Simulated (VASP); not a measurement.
Crystal: Al3Pt.

```xyz
4
Lattice="3.8010 0.0000 0.0000 -1.9005 3.2917 0.0000 0.0000 0.0000 5.3405" Properties=species:S:1:pos:R:3 pbc="T T T"
Al    0.0000    2.1945    0.0000
Al    0.0000    0.0000    2.6703
Al    1.9005    1.0972    0.0000
Pt    0.0000    0.0000    0.0000
```

```yaml
Program: VASP 6.6.1
Task: relaxation of cell and atoms
Functional: PBE
Potentials_or_basis: VASP PAW PBE potentials, release 64 (Al, Pt)
Cutoff: 600 eV
k_mesh: 6 × 6 × 4
Occupations: gaussian, width 0.1 eV
Spin: no spin polarisation
```

At the start: pressure 63.2 GPa; volume 16.70 Å³/atom.

Q: Where does the relaxation end?

A: Over 11 steps the energy falls by 1436.2 meV/atom and the volume is 21.02 Å³/atom (+25.8 %); space group P6/mmm (No. 191, to 0.05 Å).

The path:
| step | energy change (eV) | largest force (eV/Å) | pressure (GPa) | volume (Å³) |
| --- | --- | --- | --- | --- |
| 1 | 0.0000 | 0.0000 | 63.18 | 66.82 |
| 2 | -1.6866 | 0.0000 | -10.41 | 144.21 |
| 3 | -5.3966 | 0.0000 | -7.74 | 95.25 |
| 4 | -5.4794 | 0.0000 | -5.54 | 92.60 |
| 5 | -5.4996 | 0.0000 | -3.38 | 90.43 |
| 6 | -5.4991 | 0.0000 | -3.91 | 90.94 |
| 7 | -5.7324 | 0.0000 | -1.75 | 85.93 |
| 8 | -5.7412 | 0.0000 | -1.07 | 85.01 |
| 9 | -5.7413 | 0.0000 | -0.98 | 84.89 |
| 10 | -5.7425 | 0.0000 | 0.85 | 83.44 |
| 11 | -5.7448 | 0.0000 | 0.02 | 84.08 |

Final structure:
```yaml
crystal:
  lattice:
    - [4.44978, 0.00000, 0.00000]
    - [-2.22489, 3.85362, 0.00000]
    - [0.00000, 0.00000, 4.90328]
  atoms:
    - { symbol: Al, position: [0.33333, 0.66667, 0.00000] }
    - { symbol: Al, position: [0.00000, 0.00000, 0.50000] }
    - { symbol: Al, position: [0.66667, 0.33333, 0.00000] }
    - { symbol: Pt, position: [0.00000, 0.00000, 0.00000] }
```

Caveat: the volume moved by over 15 % at a fixed basis, so the end points are rough.
